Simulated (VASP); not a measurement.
Write the native input for VASP 6.6.1 that does the following.

```yaml
Task: single point
Functional: PBEsol
Potentials_or_basis: VASP PAW PBE potentials, release 64 (Rh_pv)
Cutoff: 520 eV
k_mesh: 25 × 25 × 5
Occupations: gaussian, width 0.15 eV
Spin: no spin polarisation
Dipole_correction: no
Further_INCAR_settings: ALGO = Fast; EDIFF = 1e-07; NBANDS = 54
```

The structure of Rh lies in POSCAR:

```
Rh
1.0
    1.8899965795     -1.8899965795      0.0000000000
    1.8899965795      0.0000000000     -1.8899965795
    8.1373365872      8.1373365872      8.1373365872
Rh
6
Direct
    0.6666666667      0.6666666667      0.0774052853
    0.0000000000      0.0000000000      0.8516129798
    0.3333333333      0.3333333333      0.2322468242
    0.6666666667      0.6666666667      0.5419299020
    0.0000000000      0.0000000000      0.3870883631
    0.3333333333      0.3333333333      0.6967714409
```

This cell differs from its parent crystal: the distance across one plane changed.

The input as run:

INCAR

```
SYSTEM = Rh
ALGO = Fast ; EDIFF = 1E-7
ENCUT = 520 ; GGA = PS
ISIF = 2 ; ISMEAR = 0
LASPH = .TRUE. ; LCHARG = .FALSE.
LREAL = .FALSE. ; LWAVE = .FALSE.
NBANDS = 54 ; NELM = 100
PREC = Accurate ; SIGMA = 0.15
```

KPOINTS

```
k-points
0
G
  25 25 5
  0 0 0
```

Potentials or basis: VASP PAW PBE potentials, release 64 (Rh_pv).

Run with:

```console
$ cat potpaw_PBE.64/Rh_pv/POTCAR > POTCAR
$ mpirun -np 1 vasp_std > vasp.out
```

Results of the run:

```
Pressure               : -6.1 GPa
Largest force          : 0.595 eV/Å
Band gap on the k mesh : zero (bands 45 and 46 overlap by 1.79 eV)
```

Caveat: the cell differs from its parent crystal (the distance across one plane changed); the cell stands under tension; the PAW data sets were made with another functional, which shifts forces and pressure a little.

It took 35 min on 1 thread of Oxide Virtual Turin-like Processor, with other jobs on the host, peak memory 0.86 GiB.
